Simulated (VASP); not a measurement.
Write the native input for VASP 6.6.1 that does the following.

```
Task                   : single point
Functional             : PBE
Potentials or basis    : VASP PAW PBE potentials, release 64 (Al, B, P)
Cutoff                 : 520 eV
k mesh                 : 6 × 6 × 4
Occupations            : gaussian, width 0.1 eV
Spin                   : no spin polarisation
Dipole correction      : no
Further INCAR settings : ALGO = Normal; EDIFF = 1e-07; NBANDS = 19
```

The structure of Al3B2P lies in POSCAR:

```
Al3B2P
1.0
    4.3410629602      0.0000000035      0.0000000000
   -2.1705314831      3.7594708013      0.0000000000
    0.0000000000      0.0000000000      5.3456964421
Al B P
3 2 1
Direct
    0.6666666667      0.3333333333      0.5000000000
    0.0000000000      0.0000000000      0.0000000000
    0.0000000000      0.0000000000      0.5000000000
    0.3333333333      0.6666666667      0.3469110232
    0.3333333333      0.6666666667      0.6530889768
    0.6666666667      0.3333333333      0.0000000000
```

The input as run:

INCAR

```
SYSTEM = Al3B2P
  PREC = Accurate
  ENCUT = 520
  EDIFF = 1E-7
  ISMEAR = 0
  SIGMA = 0.1
  LREAL = .False.
  LASPH = .True.
  NELM = 60
  ALGO = Normal
  ISIF = 2
  LWAVE = .False.
  LCHARG = .False.
  GGA = PE
  NBANDS = 19
```

KPOINTS

```
Automatic mesh
0
Gamma
  6 6 4
  0 0 0
```

Potentials or basis: VASP PAW PBE potentials, release 64 (Al, B, P).

Run with:

```sh
$ cat potpaw_PBE.64/Al/POTCAR potpaw_PBE.64/B/POTCAR potpaw_PBE.64/P/POTCAR > POTCAR
$ mpirun -np 1 vasp_std > vasp.out
```

It gave:

```yaml
Pressure: 0.0 GPa
Largest_force: 0.021 eV/Å
Band_gap_on_the_k_mesh: zero (band 10 reaches 7.52 eV, above the bottom of band 11 at 6.02 eV)
```

It took 24 s on 1 thread of Intel(R) Xeon(R) Platinum 8259CL CPU @ 2.50GHz (Skylake/Cascade Lake) (shared host), peak memory 0.2 GiB.
